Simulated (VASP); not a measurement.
The system is SnSe.

```
Sn Se
1.0
    11.08241    0.00000    0.00000
     0.00000    4.03331    0.00000
     0.00000    0.00000    4.22945
Sn Se
4 4
Direct
  0.11703 0.25000 0.09234
  0.38297 0.75000 0.59234
  0.61703 0.25000 0.40766
  0.88297 0.75000 0.90766
  0.35769 0.25000 0.02292
  0.14231 0.75000 0.52292
  0.85769 0.25000 0.47708
  0.64231 0.75000 0.97708
```

```yaml
Program: VASP 6.6.1
Task: relaxation of shape and atoms at fixed volume
Functional: LDA
Potentials_or_basis: VASP PAW LDA potentials, release 64 (Sn_d, Se)
Cutoff: 600 eV
k_mesh: 4 × 8 × 8
Occupations: gaussian, width 0.03 eV
Spin: no spin polarisation
```

At the start: pressure 4.4 GPa; volume 23.63 Å³/atom.

Problem. How do energy, volume and symmetry change on relaxing?

Solution. Over 18 steps the energy falls by 5.7 meV/atom; space group Pnma (No. 62, to 0.1 Å) before and after.

The path:
```csv
step,energy change (eV),largest force (eV/Å),pressure (GPa)
1,0.0000,0.3500,4.37
2,-0.0273,0.1900,3.87
3,-0.0378,0.0591,3.37
4,-0.0401,0.0259,3.31
5,-0.0401,0.0284,3.31
6,-0.0408,0.0282,3.30
7,-0.0416,0.0280,3.29
8,-0.0418,0.0277,3.26
9,-0.0419,0.0277,3.27
10,-0.0425,0.0223,3.26
11,-0.0433,0.0273,3.23
12,-0.0428,0.0534,3.19
13,-0.0434,0.0363,3.20
14,-0.0440,0.0302,3.19
15,-0.0451,0.0132,3.16
16,-0.0455,0.0315,3.08
17,-0.0456,0.0184,3.11
18,-0.0459,0.0051,3.12
```

Final structure:
```yaml
crystal:
  lattice:
    - [11.09390, 0.00000, 0.00000]
    - [0.00000, 4.07356, 0.00000]
    - [0.00000, 0.00000, 4.18332]
  atoms:
    - { symbol: Sn, position: [0.11608, 0.25000, 0.06851] }
    - { symbol: Sn, position: [0.38392, 0.75000, 0.56851] }
    - { symbol: Sn, position: [0.61608, 0.25000, 0.43149] }
    - { symbol: Sn, position: [0.88392, 0.75000, 0.93149] }
    - { symbol: Se, position: [0.35973, 0.25000, 0.01987] }
    - { symbol: Se, position: [0.14027, 0.75000, 0.51987] }
    - { symbol: Se, position: [0.85973, 0.25000, 0.48013] }
    - { symbol: Se, position: [0.64027, 0.75000, 0.98013] }
```
